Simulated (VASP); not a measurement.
Set up this calculation in VASP 6.6.1, as the native input.

* Task: single point
* Functional: PBEsol
* Potentials or basis: VASP PAW PBE potentials, release 64 (Hf_pv, H)
* Cutoff: 520 eV
* k mesh: 10 × 10 × 8
* Occupations: gaussian, width 0.1 eV
* Spin: no spin polarisation
* Dipole correction: no
* Further INCAR settings: ALGO = Normal; EDIFF = 1e-07; NBANDS = 21

The structure of HfH2 lies in POSCAR:

```
HfH2
1.0
    3.4642691193      0.0000000000      0.0000000000
    0.0000000000      3.4642691193      0.0000000000
    0.0000000000      0.0000000000      4.2376716334
Hf H
2 4
Direct
    0.0000000000      0.0000000000      0.0000000000
    0.5000000000      0.5000000000      0.5000000000
    0.0000000000      0.5000000000      0.2500000000
    0.5000000000      0.0000000000      0.2500000000
    0.5000000000      0.0000000000      0.7500000000
    0.0000000000      0.5000000000      0.7500000000
```

These files were run (other wordings do the same):

INCAR

```
SYSTEM = HfH2
PREC = Accurate
ENCUT = 520
EDIFF = 1E-7
ISMEAR = 0
SIGMA = 0.1
LREAL = .FALSE.
LASPH = .TRUE.
NELM = 100
ALGO = Normal
ISIF = 2
LWAVE = .FALSE.
LCHARG = .FALSE.
GGA = PS
NBANDS = 21
```

KPOINTS

```
regular mesh
0
G
  10 10 8
  0 0 0
```

Potentials or basis: VASP PAW PBE potentials, release 64 (Hf_pv, H).

Command:

```sh
$ cat potpaw_PBE.64/Hf_pv/POTCAR potpaw_PBE.64/H/POTCAR > POTCAR
$ mpirun -np 1 vasp_std > vasp.out
```

It gave:

* Pressure: -0.7 GPa
* Band gap on the k mesh: zero (bands 12 and 13 overlap by 1.20 eV)

Caveat: the PAW data sets were made with another functional, which shifts forces and pressure a little; spin-orbit coupling is left out, which moves the levels of the heavy elements.

It took 41 s on 1 thread of Intel(R) Xeon(R) 6975P-C (Granite Rapids), with other jobs on the host, peak memory 0.23 GiB.
